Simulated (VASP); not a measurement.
Wanted: the native input for a VASP 6.6.1 run.

```yaml
Task: single point
Functional: PBE
Potentials_or_basis: VASP PAW PBE potentials, release 64 (Be, H)
Cutoff: 520 eV
k_mesh: 5 × 6 × 4
Occupations: gaussian, width 0.1 eV
Spin: no spin polarisation
Dipole_correction: no
Further_INCAR_settings: LREAL = Auto; ALGO = Normal; EDIFF = 1e-07; NBANDS = 30
```

The structure of Be16H (a cell with a defect) lies in POSCAR:

```
Be16H
1.0
   -2.2900000000     -3.9663960000      0.0000000000
    3.4350000000     -1.9831980000      0.0000000000
    0.0000000000      0.0000000000      7.1768600000
Be H
16 1
Direct
    0.7497083890      0.4991998788     -0.0047219527
    0.4772393807      0.3195932290      0.2503796701
    0.7497073038      0.4999125260      0.5030815770
    0.4982833952      0.3320514570      0.7510248026
    0.4991114048     -0.0013300126      0.0023029249
    0.2496995591      0.8213016311      0.2524641614
    0.4974668236     -0.0009571724      0.5022502753
    0.2497371072      0.8316516418      0.7522853482
    0.2497322867      0.4997635968      0.0010972575
    0.0221903203      0.3196219070      0.2503686951
    0.2497033061      0.5001378872      0.5040078072
    0.0011707729      0.3320109301      0.7510310927
    0.0003327915     -0.0013527096      0.0022997513
    0.7497060814      0.8673765598      0.2507974828
    0.0019501756     -0.0009515012      0.5022488528
    0.7497250921      0.8356237976      0.7513045732
    0.7496948002      0.5029790336      0.2803073608
```

The input as run:

INCAR

```
SYSTEM = Be16H
PREC = Accurate
ENCUT = 520
EDIFF = 1E-7
ISMEAR = 0
SIGMA = 0.1
LREAL = Auto
LASPH = .TRUE.
NELM = 60
ALGO = Normal
ISIF = 2
LWAVE = .FALSE.
LCHARG = .FALSE.
GGA = PE
NBANDS = 30
```

KPOINTS

```
Automatic mesh
0
G
  5 6 4
  0 0 0
```

Potentials or basis: VASP PAW PBE potentials, release 64 (Be, H).

The run is started by

```console
$ cat potpaw_PBE.64/Be/POTCAR potpaw_PBE.64/H/POTCAR > POTCAR
$ mpirun -np 1 vasp_std > vasp.out
```

It gave:

| Item | Value |
| --- | --- |
| Pressure | 0.8 GPa |
| Largest force | 0.011 eV/Å |
| Band gap on the k mesh | zero (an odd number of electrons rules out a gap without spin polarisation) |

Run time: 10 min on 1 thread of Intel Xeon 8259CL (shared host), peak memory 0.32 GiB.
